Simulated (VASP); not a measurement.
# W (Im-3m) in VASP: a series of runs

The runs below take W through relaxation of cell and atoms, with PBE.

All numbers are computed with VASP 6.6.1; they aren't measurements. Logs are shortened: lines on timing, memory, paths and dates and some standing lists are left out, and cuts for length are marked.

### 1 The cell of the first run

It takes space group Im-3m (No. 229, cubic). The conventional cell has a = 3.165 Å, b = 3.165 Å, c = 3.165 Å, α = 90.00°, β = 90.00°, γ = 90.00°. Within 3.6 Å of W (site symmetry m-3m) lie 14 W at 2.74 to 3.16 Å.

### 2 Relaxation of cell and atoms, PBE

INCAR reads:

```
PREC     = Accurate       # precision mode
ENCUT    = 600            # plane-wave cutoff, eV
EDIFF    = 1E-6           # SCF threshold, eV
ISMEAR   = 1              # smearing method
SIGMA    = 0.05           # smearing width, eV
LREAL    = False          # projectors in reciprocal space
LASPH    = True           # aspherical terms in the spheres
NELM     = 60             # most SCF steps
ALGO     = Normal         # electronic algorithm
ISIF     = 3              # what is computed and relaxed
LWAVE    = False          # write WAVECAR
LCHARG   = False          # write CHGCAR
GGA      = PE             # functional
IBRION   = 2              # ionic algorithm
NSW      = 80             # ionic steps
EDIFFG   = -0.03          # ionic threshold
```

KPOINTS reads:

```
regular mesh
0
Gamma
  15 15 15
```

POSCAR reads:

```
W
1.0
   -1.5823400000      1.5823400000      1.5823400000
    1.5823400000     -1.5823400000      1.5823400000
    1.5823400000      1.5823400000     -1.5823400000
W
1
Direct
    0.0000000000      0.0000000000      0.0000000000
```

Potentials or basis: VASP PAW PBE potentials, release 64 (W_sv).

Command:

```sh
> cat potpaw_PBE.64/W_sv/POTCAR > POTCAR
> mpirun -np 1 vasp_std > vasp.out
```

OUTCAR:

```text
PREC = Accurate
   ENCUT = 600
   EDIFF = 1E-6
   ISMEAR = 1
   LREAL = False
   LASPH = True
   NELM = 60
   ISIF = 3
   GGA = PE
   IBRION = 2
   NSW = 80
   EDIFFG = -0.03

 ion  position               nearest neighbor table
   1  0.000  0.000  0.000-

  LATTYP: Found a body centered cubic cell.
 ALAT       =     3.1646800000

  Lattice vectors:

 A1 = (  -1.5823400000,   1.5823400000,   1.5823400000)
 A2 = (   1.5823400000,  -1.5823400000,   1.5823400000)
 A3 = (   1.5823400000,   1.5823400000,  -1.5823400000)

Analysis of symmetry for initial positions (statically):
=====================================================================
 Subroutine PRICEL returns:
 Original cell was already a primitive cell.

 Routine SETGRP: Setting up the symmetry group for a
 body centered cubic supercell.

 Subroutine GETGRP returns: Found 48 space group operations
[... 9 lines left out ...]

 Routine SETGRP: Setting up the symmetry group for a
 body centered cubic supercell.

 Subroutine GETGRP returns: Found 48 space group operations
[... 11 lines left out ...]
                                     Primitive cell

  volume of cell :      15.8475

  direct lattice vectors                    reciprocal lattice vectors
    -1.582340000  1.582340000  1.582340000     0.000000000  0.315987714  0.315987714
     1.582340000 -1.582340000  1.582340000     0.315987714  0.000000000  0.315987714
     1.582340000  1.582340000 -1.582340000     0.315987714  0.315987714  0.000000000

  length of vectors
     2.740693275  2.740693275  2.740693275     0.446874111  0.446874111  0.446874111

  position of ions in fractional coordinates (direct lattice)
     0.000000000  0.000000000  0.000000000

  ion indices of the primitive-cell ions
   primitive index   ion index
                 1           1

----------------------------------------------------------------------------------------

 KPOINTS: regular mesh

Automatic generation of k-mesh.
 Grid dimensions read from file:
 generate k-points for:   15   15   15

 Generating k-lattice:

  Cartesian coordinates                     Fractional coordinates (reciprocal lattice)
     0.000000000  0.021065848  0.021065848     0.066666667  0.000000000  0.000000000
     0.021065848  0.000000000  0.021065848     0.000000000  0.066666667  0.000000000
     0.021065848  0.021065848  0.000000000     0.000000000  0.000000000  0.066666667

  Length of vectors
     0.029791607  0.029791607  0.029791607

  Shift w.r.t. Gamma in fractional coordinates (k-lattice)
     0.000000000  0.000000000  0.000000000

 Subroutine IBZKPT returns following result:
 ===========================================

 Found    120 irreducible k-points:

 Following reciprocal coordinates:
            Coordinates               Weight
  0.000000  0.000000  0.000000      1.000000
  0.066667  0.000000  0.000000     12.000000
  0.133333  0.000000  0.000000     12.000000
  0.200000  0.000000  0.000000     12.000000
  0.266667  0.000000  0.000000     12.000000
  0.333333  0.000000  0.000000     12.000000
[... 16 lines left out ...]
  0.333333  0.200000  0.000000     48.000000
  0.400000  0.200000  0.000000     24.000000
 [... further k-points ...]
   k-points           NKPTS =    120   k-points in BZ     NKDIM =    120   number of bands    NBANDS=     11
   number of dos      NEDOS =    301   number of ions     NIONS =      1
   total plane-waves  NPLWV =  13824
   dimension x,y,z NGX =    24 NGY =   24 NGZ =   24
   dimension x,y,z NGXF=    48 NGYF=   48 NGZF=   48
   ions per type =               1
   NGX,Y,Z   is equivalent  to a cutoff of  14.56, 14.56, 14.56 a.u.
   NGXF,Y,Z  is equivalent  to a cutoff of  29.12, 29.12, 29.12 a.u.
 SYSTEM =  unknown system
   PREC   = accura    normal or accurate (medium, high low for compatibility)
   ISTART =      0    job   : 0-new  1-cont  2-samecut
   ICHARG =      2    charge: 1-file 2-atom 10-const
   ISPIN  =      1    spin polarized calculation?
   LNONCOLLINEAR =      F non collinear calculations
   LSORBIT =      F    spin-orbit coupling
   LASPH  =      T    aspherical Exc in radial PAW
   ENCUT  =  600.0 eV  44.10 Ry    6.64 a.u.   5.47  5.47  5.47*2*pi/ulx,y,z
   NELM   =     60;   NELMIN=  2; NELMDL= -5     # of ELM steps
   EDIFF  = 0.1E-05   stopping-criterion for ELM
   LREAL  =      F    real-space projection
   EDIFFG = -.3E-01   stopping-criterion for IOM
   NSW    =     80    number of steps for IOM
   IBRION =      2    ionic relax: 0-MD 1-quasi-New 2-CG
   NFREE  =      1    steps in history (QN), initial steepest desc. (CG)
   ISIF   =      3    stress and relaxation
   ISYM   =      2    0-nonsym 1-usesym 2-fastsym
   POTIM  = 0.5000    time-step for ionic-motion
   TEBEG  =    0.0;   TEEND  =   0.0 temperature during run
   PSTRESS=    0.0 pullay stress
   NELECT =      14.0000    total number of electrons
   NUPDOWN=      -1.0000    fix difference up-down
   EMIN   =  10.00;   EMAX   =-10.00  energy-range for DOS
   EFERMI =   0.00;   METHOD = LEGACY
   ISMEAR =     1;   SIGMA  =   0.05  broadening in eV -4-tet -1-fermi 0-gaus
   EFERMI_NEDOS =   21; number of points for ismear=-14 and -15
   IALGO  =     38    algorithm
   IMIX   =      4    mixing-type and parameters
     AMIX     =   0.40;   BMIX     =  1.00
     AMIX_MAG =   1.60;   BMIX_MAG =  1.00
  volume/ion in A,a.u.               =      15.85       106.94
  Fermi-wavevector in a.u.,A,eV,Ry     =   1.570837  2.968451 33.572756  2.467528
  Thomas-Fermi vector in A             =   2.672510
   LORBIT       =      0    0 simple, 1 ext, 2 COOP (PROOUT), +10 PAW based schemes
   GGA     = PE    functional components
   LHFCALC =     F    Hartree Fock is set to
   AEXX    =    0.0000 exact exchange contribution
   IVDW    =     0    specifies the selected vdW correction
   LEPSILON=     F    determine dielectric tensor
   LRPA    =     F    only Hartree local field effects (RPA)
 conjugate gradient relaxation of ions
 non-spin polarized calculation
 Methfessel and Paxton  Order N= 1 SIGMA  =   0.05
  energy-cutoff  :      600.00
  volume of cell :       15.85
 maximum number of plane-waves:       546
 NGX is ok and might be reduce to    24
   NGX = 11   NGY = 11   NGZ = 11

--------------------------------------- Ionic step        1  -------------------------------------------

 number of electron      14.0000002 magnetization

 Free energy of the ion-electron system (eV)
  ---------------------------------------------------
  ext. energy  EPLUGINS =         0.00000000
  ---------------------------------------------------
  free energy    TOTEN  =       -12.94765079 eV

  energy without entropy =      -12.94760918  energy(sigma->0) =      -12.94763692

------------------------ aborting loop because EDIFF is reached ----------------------------------------

  FORCE on cell =-STRESS in cart. coord.  units (eV):
  Direction    XX          YY          ZZ          XY          YZ          ZX
  --------------------------------------------------------------------------------------
  -------------------------------------------------------------------------------------
  Total        0.6439948      0.6439948      0.6439948      0.0000000      0.0000000     -0.0000000
  in kB       65.1078760     65.1078760     65.1078760      0.0000000      0.0000000     -0.0000000
  external PRESSURE =      65.1078760 kB  Pullay stress =       0.0000000 kB

 VOLUME and BASIS-vectors are now :
 -----------------------------------------------------------------------------
  energy-cutoff  :      600.00
  volume of cell :       15.85
      direct lattice vectors                 reciprocal lattice vectors
    -1.582340000  1.582340000  1.582340000     0.000000000  0.315987714  0.315987714
     1.582340000 -1.582340000  1.582340000     0.315987714  0.000000000  0.315987714
     1.582340000  1.582340000 -1.582340000     0.315987714  0.315987714  0.000000000
[... 36 lines left out ...]
 POSITION                                       TOTAL-FORCE (eV/Angst)
 -----------------------------------------------------------------------------------
      1.63150     -1.63150      1.63150        -0.000000      0.000000     -0.000000
 -----------------------------------------------------------------------------------
    total drift:                                0.000000     -0.000000      0.000000

  FREE ENERGIE OF THE ION-ELECTRON SYSTEM (eV)
  ---------------------------------------------------
  free  energy   TOTEN  =       -12.8783971357 eV

  energy  without entropy=      -12.8783081476  energy(sigma->0) =      -12.87836747

--------------------------------------- Ionic step        3  -------------------------------------------

 number of electron      14.0000002 magnetization

 Free energy of the ion-electron system (eV)
  ---------------------------------------------------
  ext. energy  EPLUGINS =         0.00000000
  ---------------------------------------------------
  free energy    TOTEN  =       -12.95407437 eV

  energy without entropy =      -12.95399747  energy(sigma->0) =      -12.95404874

 E-fermi :  11.0903     XC(G=0): -13.5261

 val. band max:       11.0848246617   @ k =  -0.3333   0.4000   0.2667
 cond. band min:      11.2432315881   @ k =  -0.2667   0.2667   0.1333
 fundamental gap:      0.1584069264
 Fermi energy:        11.0902776790

 k-point     1 :       0.0000    0.0000    0.0000
  band No.  band energies     occupation
      1     -63.0697      2.00000
      2     -26.6600      2.00000
      3     -26.6600      2.00000
      4     -26.6600      2.00000
      5       1.6263      2.00000
      6       9.9506      2.00000
      7       9.9506      2.00000
      8       9.9506      2.00000
      9      13.3590      0.00000
     10      13.3590      0.00000
     11      25.6200      0.00000

 k-point     2 :       0.0667    0.0000    0.0000
  band No.  band energies     occupation
      1     -63.0645      2.00000
      2     -26.7161      2.00000
      3     -26.6776      2.00000
      4     -26.6603      2.00000
      5       1.8361      2.00000
      6       9.8239      2.00000
      7       9.9209      2.00000
      8      10.1527      2.00000
      9      13.1606      0.00000
     10      13.3606      0.00000
     11      25.7964      0.00000
[... 295 lines left out ...]
 k-point    24 :       0.4000    0.2000    0.0000
  band No.  band energies     occupation
      1     -62.9377      2.00000
      2     -27.7189      2.00000
      3     -27.2233      2.00000
      4     -26.7830      2.00000
      5       6.1770      2.00000
      6       7.9264      2.00000
      7       9.7688      2.00000
      8      13.1144      0.00000
      9      14.5101      0.00000
     10      19.2940      0.00000
     11      20.2361      0.00000

 [... further k-points ...]

------------------------ aborting loop because EDIFF is reached ----------------------------------------

  FORCE on cell =-STRESS in cart. coord.  units (eV):
  Direction    XX          YY          ZZ          XY          YZ          ZX
  --------------------------------------------------------------------------------------
  -------------------------------------------------------------------------------------
  Total       -0.0162444     -0.0162444     -0.0162444      0.0000000      0.0000000     -0.0000000
  in kB       -1.6085892     -1.6085892     -1.6085892      0.0000000      0.0000000     -0.0000000
  external PRESSURE =      -1.6085892 kB  Pullay stress =       0.0000000 kB

 VOLUME and BASIS-vectors are now :
 -----------------------------------------------------------------------------
  energy-cutoff  :      600.00
  volume of cell :       16.18
      direct lattice vectors                 reciprocal lattice vectors
    -1.593320172  1.593320172  1.593320172     0.000000000  0.313810124  0.313810124
     1.593320172 -1.593320172  1.593320172     0.313810124  0.000000000  0.313810124
     1.593320172  1.593320172 -1.593320172     0.313810124  0.313810124  0.000000000

 POSITION                                       TOTAL-FORCE (eV/Angst)
 -----------------------------------------------------------------------------------
      0.00000      0.00000     -0.00000        -0.000000      0.000000      0.000000
 -----------------------------------------------------------------------------------
    total drift:                                0.000000      0.000000     -0.000000

  FREE ENERGIE OF THE ION-ELECTRON SYSTEM (eV)
  ---------------------------------------------------
  free  energy   TOTEN  =       -12.9540743679 eV

  energy  without entropy=      -12.9539974714  energy(sigma->0) =      -12.95404874

 reached required accuracy - stopping structural energy minimisation
```

Run time: 29 s. Hardware: 1 thread of Intel Xeon Platinum 8375C at 2.90GHz (Ice Lake), shared host; peak memory 0.17 GiB.

Results:

```yaml
Free_energy: -12.9541 eV
Relaxed_volume: 16.18 Å³/atom
Relaxed_cell: a = 2.760 Å, b = 2.760 Å, c = 2.760 Å, α = 109.47°, β = 109.47°, γ = 109.47°
Space_group_after_relaxing_to_0.05_Å: Im-3m (No. 229)
Energy_gained_by_relaxing: 6.4 meV/atom
Ionic_steps: 3
Pressure_after_relaxing: -0.2 GPa
Band_gap_on_the_k_mesh: zero (band 7 reaches 15.67 eV, above the bottom of band 8 at 9.95 eV)
```

The path:
| step | energy change (eV) | largest force (eV/Å) | pressure (GPa) | volume (Å³) |
| --- | --- | --- | --- | --- |
| 1 | 0.0000 | 0.0000 | 6.51 | 15.85 |
| 2 | 0.0693 | 0.0000 | -18.89 | 17.37 |
| 3 | -0.0064 | 0.0000 | -0.16 | 16.18 |

Final structure:
```
CELL_PARAMETERS angstrom
-1.59332 1.59332 1.59332
1.59332 -1.59332 1.59332
1.59332 1.59332 -1.59332
ATOMIC_POSITIONS crystal
W 0.00000 0.00000 0.00000
```

Levels at points of the mesh, in eV from the Fermi level:
```tsv
k point	band 5	band 6	band 7	band 8	band 9	band 10
(0.00, 0.00, 0.00)	-9.46	-1.14	-1.14	-1.14	2.27	2.27
```

Caveat: spin-orbit coupling is left out, which moves the levels of the heavy elements.

### 3 Relaxation of cell and atoms, PBE, target pressure 2 GPa, at which the enthalpy is minimised

INCAR reads:

```
SYSTEM = W
ALGO     = Normal         ! electronic algorithm
EDIFF    = 1E-6           ! SCF threshold, eV
EDIFFG   = -0.03          ! ionic threshold
ENCUT    = 600            ! plane-wave cutoff, eV
GGA      = PE             ! functional
IBRION   = 2              ! ionic algorithm
ISIF     = 3              ! what is computed and relaxed
ISMEAR   = 1              ! smearing method
LASPH    = .TRUE.         ! aspherical terms in the spheres
LCHARG   = .FALSE.        ! write CHGCAR
LREAL    = .FALSE.        ! projectors in reciprocal space
LWAVE    = .FALSE.        ! write WAVECAR
NELM     = 60             ! most SCF steps
NSW      = 80             ! ionic steps
PREC     = Accurate       ! precision mode
PSTRESS  = 20.0         
SIGMA    = 0.05           ! smearing width, eV
```

KPOINTS reads:

```
k-points
0
G
  15 15 15
  0 0 0
```

POSCAR is that of step 2.

Potentials or basis: VASP PAW PBE potentials, release 64 (W_sv).

Command:

```sh
> cat potpaw_PBE.64/W_sv/POTCAR > POTCAR
> mpirun -np 1 vasp_std > vasp.out
```

Wall time 29 s (1 thread of Intel Xeon Platinum 8375C at 2.90GHz (Ice Lake), shared host); peak memory 0.17 GiB.

Results (log left out):

```
Free energy                                            : -12.9535 eV
Relaxed volume                                         : 16.07 Å³/atom
Relaxed cell                                           : a = 2.754 Å, b = 2.754 Å, c = 2.754 Å, α = 109.47°, β = 109.47°, γ = 109.47°
Space group after relaxing (to 0.05 Å)                 : Im-3m (No. 229)
Energy change on relaxing (the enthalpy is what falls) : -5.9 meV/atom
Ionic steps                                            : 3
Pressure after relaxing                                : 1.9 GPa
Band gap on the k mesh                                 : zero (band 7 reaches 15.80 eV, above the bottom of band 8 at 10.03 eV)
```

The path:
```csv
step,energy change (eV),largest force (eV/Å),pressure (GPa),volume (Å³)
1,0.0000,0.0000,6.51,15.85
2,0.0224,0.0000,-12.30,16.89
3,-0.0059,0.0000,1.92,16.07
```

Final structure:
```xyz
1
Lattice="-1.5898 1.5898 1.5898 1.5898 -1.5898 1.5898 1.5898 1.5898 -1.5898" Properties=species:S:1:pos:R:3 pbc="T T T"
W     0.0000    0.0000    0.0000
```

Levels at points of the mesh, in eV from the Fermi level:
```
           k point  band 3  band 4  band 5  band 6  band 7  band 8  band 9  band 10  band 11
(0.00, 0.00, 0.00)  -37.73  -37.73   -9.50   -1.15   -1.15   -1.15    2.29     2.29    14.55
```

Caveat: the cell is relaxed towards a set pressure, so the enthalpy falls and the energy may rise; spin-orbit coupling is left out, which moves the levels of the heavy elements.
